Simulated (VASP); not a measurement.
Write the native input for VASP 6.6.1 that does the following.

| Property | Result |
| --- | --- |
| Task | single point |
| Functional | PBEsol |
| Potentials or basis | VASP PAW PBE potentials, release 64 (Ni, Au) |
| Cutoff | 600 eV |
| k mesh | 18 × 18 × 18 |
| Occupations | gaussian, width 0.1 eV |
| Spin | no spin polarisation |
| Dipole correction | no |
| Further INCAR settings | ALGO = Normal; EDIFF = 1e-06; NBANDS = 18 |

The structure of NiAu lies in POSCAR:

```
NiAu
1.0
    1.3813366981      0.7975151144      4.2136533443
   -1.3813366981      0.7975151144      4.2136533443
    0.0000000000     -1.5950302289      4.2136533442
Ni Au
1 1
Direct
    0.5000000000      0.5000000000      0.5000000000
    0.0000000000      0.0000000000      0.0000000000
```

These files were run (other wordings do the same):

INCAR

```
SYSTEM = NiAu
  ALGO = Normal
  EDIFF = 1E-6
  ENCUT = 600
  GGA = PS
  GGA_COMPAT = .FALSE.
  ISIF = 2
  ISMEAR = 0
  LASPH = .TRUE.
  LCHARG = .FALSE.
  LREAL = .FALSE.
  LWAVE = .FALSE.
  NBANDS = 18
  NELM = 120
  PREC = Accurate
  SIGMA = 0.1
```

KPOINTS

```
k-points
0
G
  18 18 18
  0 0 0
```

Potentials or basis: VASP PAW PBE potentials, release 64 (Ni, Au).

Command:

```bash
$ cat potpaw_PBE.64/Ni/POTCAR potpaw_PBE.64/Au/POTCAR > POTCAR
$ mpirun -np 1 vasp_std > vasp.out
```

It gave:

* Pressure: 0.0 GPa
* Band gap on the k mesh: zero (an odd number of electrons rules out a gap without spin polarisation)

Caveat: the PAW data sets were made with another functional, which shifts forces and pressure a little; spin-orbit coupling is left out, which moves the levels of the heavy elements.

Run time: 10 min on 1 thread of AMD EPYC 7R43 64-Core Processor (Zen 3) (shared host), peak memory 0.48 GiB.
